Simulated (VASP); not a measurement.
# Al (Fm-3m) in VASP: a series of runs

Runs on Al. Level: r2SCAN. Tasks: single point.

All numbers are computed with VASP 6.6.1; they aren't measurements. Logs are shortened: lines on timing, memory, paths and dates and some standing lists are left out, and cuts for length are marked.

### 1 The cell of the first run

The structure is cubic, space group Fm-3m (No. 225). Conventional cell: a = 4.032 Å, b = 4.032 Å, c = 4.032 Å, α = 90.00°, β = 90.00°, γ = 90.00°. Al (site symmetry m-3m) has 12 Al at 2.85 Å within 3.8 Å.

### 2 Single point, r2SCAN (volume scaled by 1.03)

POSCAR

```
Al
1.0
    0.0000000000      2.0157667679      2.0157667679
    2.0157667679      0.0000000000      2.0157667679
    2.0157667679      2.0157667679      0.0000000000
Al
1
Direct
    0.0000000000      0.0000000000      0.0000000000
```

INCAR.step1

```
ALGO = Normal
EDIFF = 1E-4
ENCUT = 520
GGA = PE
ISMEAR = 0
LASPH = T
LCHARG = F
LREAL = F
LWAVE = T
NBANDS = 8
NELM = 80
PREC = Accurate
SIGMA = 0.1
```

INCAR.step2

```
ALGO = Normal
EDIFF = 1E-7
ENCUT = 520
ISIF = 2
ISMEAR = 0
ISTART = 1
LASPH = T
LCHARG = F
LMIXTAU = T
LREAL = F
LWAVE = F
METAGGA = R2SCAN
NBANDS = 8
NELM = 80
PREC = Accurate
SIGMA = 0.1
```

KPOINTS

```
k-points
0
Gamma
  18 18 18
```

Potentials or basis: VASP PAW PBE potentials, release 64 (Al).

Run with:

```
$ cat potpaw_PBE.64/Al/POTCAR > POTCAR
$ cp INCAR.step1 INCAR
$ mpirun -np 1 vasp_std > vasp.out
$ cp INCAR.step2 INCAR
$ mpirun -np 1 vasp_std > vasp.out
```

OUTCAR:

```text
EDIFF = 1E-7
   ENCUT = 520
   ISIF = 2
   ISMEAR = 0
   ISTART = 1
   LASPH = T
   LREAL = F
   METAGGA = R2SCAN
   NELM = 80
   PREC = Accurate

 ion  position               nearest neighbor table
   1  0.000  0.000  0.000-

  LATTYP: Found a face centered cubic cell.
 ALAT       =     4.0315335358

  Lattice vectors:

 A1 = (   0.0000000000,   2.0157667679,   2.0157667679)
 A2 = (   2.0157667679,   0.0000000000,   2.0157667679)
 A3 = (   2.0157667679,   2.0157667679,   0.0000000000)

Analysis of symmetry for initial positions (statically):
=====================================================================
 Subroutine PRICEL returns:
 Original cell was already a primitive cell.

 Routine SETGRP: Setting up the symmetry group for a
 face centered cubic supercell.

 Subroutine GETGRP returns: Found 48 space group operations
 (whereof 48 operations were pure point group operations)
 out of a pool of 48 trial point group operations.

The static configuration has the point symmetry O_h .

Analysis of symmetry for dynamics (positions and initial velocities):
=====================================================================
 Subroutine PRICEL returns:
 Original cell was already a primitive cell.

 Routine SETGRP: Setting up the symmetry group for a
 face centered cubic supercell.

 Subroutine GETGRP returns: Found 48 space group operations
 (whereof 48 operations were pure point group operations)
 out of a pool of 48 trial point group operations.

The dynamic configuration has the point symmetry O_h .

 Subroutine INISYM returns: Found 48 space group operations
 (whereof 48 operations are pure point group operations),
 and found     1 'primitive' translations

----------------------------------------------------------------------------------------

                                     Primitive cell

  volume of cell :      16.3814

  direct lattice vectors                    reciprocal lattice vectors
     0.000000000  2.015766768  2.015766768    -0.248044569  0.248044569  0.248044569
     2.015766768  0.000000000  2.015766768     0.248044569 -0.248044569  0.248044569
     2.015766768  2.015766768  0.000000000     0.248044569  0.248044569 -0.248044569

  length of vectors
     2.850724702  2.850724702  2.850724702     0.429625797  0.429625797  0.429625797

  position of ions in fractional coordinates (direct lattice)
     0.000000000  0.000000000  0.000000000

  ion indices of the primitive-cell ions
   primitive index   ion index
                 1           1

[... 70 lines left out ...]
   NELM   =     80;   NELMIN=  2; NELMDL=  0     # of ELM steps
   EDIFF  = 0.1E-06   stopping-criterion for ELM
   LREAL  =      F    real-space projection
   EDIFFG = 0.1E-05   stopping-criterion for IOM
   NSW    =      0    number of steps for IOM
   IBRION =     -1    ionic relax: 0-MD 1-quasi-New 2-CG
   NFREE  =      0    steps in history (QN), initial steepest desc. (CG)
   ISIF   =      2    stress and relaxation
   ISYM   =      2    0-nonsym 1-usesym 2-fastsym
   POTIM  = 0.5000    time-step for ionic-motion
   TEBEG  =    0.0;   TEEND  =   0.0 temperature during run
   PSTRESS=    0.0 pullay stress
   NELECT =       3.0000    total number of electrons
   NUPDOWN=      -1.0000    fix difference up-down
   EMIN   =  10.00;   EMAX   =-10.00  energy-range for DOS
   EFERMI =   0.00;   METHOD = LEGACY
   ISMEAR =     0;   SIGMA  =   0.10  broadening in eV -4-tet -1-fermi 0-gaus
   EFERMI_NEDOS =   21; number of points for ismear=-14 and -15
   IALGO  =     38    algorithm
   IMIX   =      4    mixing-type and parameters
     AMIX     =   0.40;   BMIX     =  1.00
     AMIX_MAG =   1.60;   BMIX_MAG =  1.00
  volume/ion in A,a.u.               =      16.38       110.55
  Fermi-wavevector in a.u.,A,eV,Ry     =   0.929676  1.756833 11.759482  0.864298
  Thomas-Fermi vector in A             =   2.055984
   LORBIT       =      0    0 simple, 1 ext, 2 COOP (PROOUT), +10 PAW based schemes
   METAGGA = R2SCAN    functional components
   LHFCALC =     F    Hartree Fock is set to
   AEXX    =    0.0000 exact exchange contribution
   IVDW    =     0    specifies the selected vdW correction
   LEPSILON=     F    determine dielectric tensor
   LRPA    =     F    only Hartree local field effects (RPA)
 non-spin polarized calculation
 Gauss-broadening in eV      SIGMA  =   0.10
  energy-cutoff  :      520.00
  volume of cell :       16.38
 maximum number of plane-waves:       459
 NGX is ok and might be reduce to    24
   NGX = 11   NGY = 11   NGZ = 11

 number of electron       3.0000000 magnetization

 Free energy of the ion-electron system (eV)
  ---------------------------------------------------
  ext. energy  EPLUGINS =         0.00000000
  ---------------------------------------------------
  free energy    TOTEN  =        -6.73205998 eV

  energy without entropy =       -6.72933923  energy(sigma->0) =       -6.73069960

 E-fermi :   8.0938     XC(G=0): -10.9330

 val. band max:        8.0836300415   @ k =  -0.3333   0.3889   0.0556
 cond. band min:       8.0969812914   @ k =  -0.2222   0.3889   0.1667
 fundamental gap:      0.0133512498
 Fermi energy:         8.0937887383

 k-point     1 :       0.0000    0.0000    0.0000
  band No.  band energies     occupation
      1      -3.7971      2.00000
      2      21.4550      0.00000
      3      21.4550      0.00000
      4      21.4550      0.00000
      5      23.4121      0.00000
      6      23.4121      0.00000
      7      23.4121      0.00000
      8      25.5065      0.00000
[... 243 lines left out ...]
 k-point    24 :      -0.2222    0.0556    0.0000
  band No.  band energies     occupation
      1      -2.0444      2.00000
      2      12.1927      0.00000
      3      18.0442      0.00000
      4      21.0785      0.00000
      5      22.9557      0.00000
      6      24.0826      0.00000
      7      24.5765      0.00000
      8      26.8888      0.00000

 [... further k-points ...]
[... 5 lines left out ...]
  --------------------------------------------------------------------------------------
  -------------------------------------------------------------------------------------
  Total       -0.2905970     -0.2905970     -0.2905970     -0.0000000     -0.0000000      0.0000000
  in kB      -28.4217578    -28.4217578    -28.4217578     -0.0000000     -0.0000000      0.0000000
  external PRESSURE =     -28.4217578 kB  Pullay stress =       0.0000000 kB

 VOLUME and BASIS-vectors are now :
 -----------------------------------------------------------------------------
  energy-cutoff  :      520.00
  volume of cell :       16.38
      direct lattice vectors                 reciprocal lattice vectors
     0.000000000  2.015766768  2.015766768    -0.248044569  0.248044569  0.248044569
     2.015766768  0.000000000  2.015766768     0.248044569 -0.248044569  0.248044569
     2.015766768  2.015766768  0.000000000     0.248044569  0.248044569 -0.248044569

 POSITION                                       TOTAL-FORCE (eV/Angst)
 -----------------------------------------------------------------------------------
      0.00000      0.00000      0.00000        -0.000000      0.000000      0.000000
 -----------------------------------------------------------------------------------
    total drift:                               -0.000000      0.000000      0.000000

  FREE ENERGIE OF THE ION-ELECTRON SYSTEM (eV)
  ---------------------------------------------------
  free  energy   TOTEN  =        -6.7320599830 eV

  energy  without entropy=       -6.7293392265  energy(sigma->0) =       -6.73069960
```

OSZICAR.step1:

```text
N       E                     dE             d eps       ncg     rms          rms(c)
DAV:   1    -0.227149774268E+01   -0.22715E+01   -0.85271E+02  3136   0.201E+02
DAV:   2    -0.375983880970E+01   -0.14883E+01   -0.14575E+01  4400   0.190E+01
DAV:   3    -0.376692339915E+01   -0.70846E-02   -0.70763E-02  4040   0.149E+00
DAV:   4    -0.376694167743E+01   -0.18278E-04   -0.18278E-04  4832   0.649E-02
DAV:   5    -0.376694172932E+01   -0.51897E-07   -0.52299E-07  4088   0.192E-03    0.132E+00
DAV:   6    -0.375388218246E+01    0.13060E-01   -0.16160E-03  4144   0.192E-01    0.765E-01
DAV:   7    -0.374435176639E+01    0.95304E-02   -0.48490E-03  4032   0.311E-01    0.148E-01
DAV:   8    -0.374434711410E+01    0.46523E-05   -0.13233E-05  4064   0.262E-02
   1 F= -.37443471E+01 E0= -.37428644E+01  d E =-.296550E-02
```

Run time: 49 s. Hardware: 1 thread of Intel Xeon Platinum 8375C at 2.90GHz (Ice Lake), shared host; peak memory 0.15 GiB.

What came out:

* Free energy: -6.7321 eV
* Pressure: -2.8 GPa

Levels at points of the mesh, in eV from the Fermi level:
```csv
k point,band 1,band 2,band 3,band 4,band 5
"(0.00, 0.00, 0.00)",-11.89,13.36,13.36,13.36,15.32
"(0.50, 0.00, 0.00)",-5.03,-4.54,12.11,12.11,12.39
"(0.50, 0.50, 0.00)",-3.18,-1.65,5.46,6.03,6.03
```

Caveat: the PAW data sets were made with another functional, which shifts forces and pressure a little.

### 3 Single point, r2SCAN (volume scaled by 1.06)

POSCAR

```
Al
1.0
    0.0000000000      2.0351503298      2.0351503298
    2.0351503298      0.0000000000      2.0351503298
    2.0351503298      2.0351503298      0.0000000000
Al
1
Direct
    0.0000000000      0.0000000000      0.0000000000
```

INCAR.step1

```
SYSTEM = Al
ALGO = Normal ; EDIFF = 1E-4
ENCUT = 520 ; GGA = PE
ISMEAR = 0 ; LASPH = .TRUE.
LCHARG = .FALSE. ; LREAL = .FALSE.
LWAVE = .TRUE. ; NBANDS = 8
NELM = 80 ; PREC = Accurate
SIGMA = 0.1
```

INCAR.step2

```
SYSTEM = Al
ALGO = Normal ; EDIFF = 1E-6
ENCUT = 520 ; ISIF = 2
ISMEAR = 0 ; ISTART = 1
LASPH = .TRUE. ; LCHARG = .FALSE.
LMIXTAU = .TRUE. ; LREAL = .FALSE.
LWAVE = .FALSE. ; METAGGA = R2SCAN
NBANDS = 8 ; NELM = 80
PREC = Accurate ; SIGMA = 0.1
```

KPOINTS

```
k-points
0
G
  18 18 18
  0 0 0
```

Potentials or basis: VASP PAW PBE potentials, release 64 (Al).

Run with:

```
$ cat potpaw_PBE.64/Al/POTCAR > POTCAR
$ cp INCAR.step1 INCAR
$ mpirun -np 1 vasp_std > vasp.out
$ cp INCAR.step2 INCAR
$ mpirun -np 1 vasp_std > vasp.out
```

Run time: 42 s. Hardware: 1 thread of Intel Xeon Platinum 8375C at 2.90GHz (Ice Lake), shared host; peak memory 0.15 GiB.

Results (log left out):

| Property | Result |
| --- | --- |
| Free energy | -6.7203 eV |
| Pressure | -4.9 GPa |

Levels at points of the mesh, in eV from the Fermi level:
| k point | band 1 | band 2 | band 3 | band 4 | band 5 | band 6 |
| --- | --- | --- | --- | --- | --- | --- |
| (0.00, 0.00, 0.00) | -11.69 | 13.20 | 13.20 | 13.20 | 14.93 | 14.93 |
| (0.50, 0.00, 0.00) | -4.91 | -4.51 | 11.98 | 11.98 | 12.07 | 12.07 |
| (0.50, 0.50, 0.00) | -3.11 | -1.64 | 5.46 | 5.89 | 5.89 | 9.69 |

Caveat: the PAW data sets were made with another functional, which shifts forces and pressure a little.
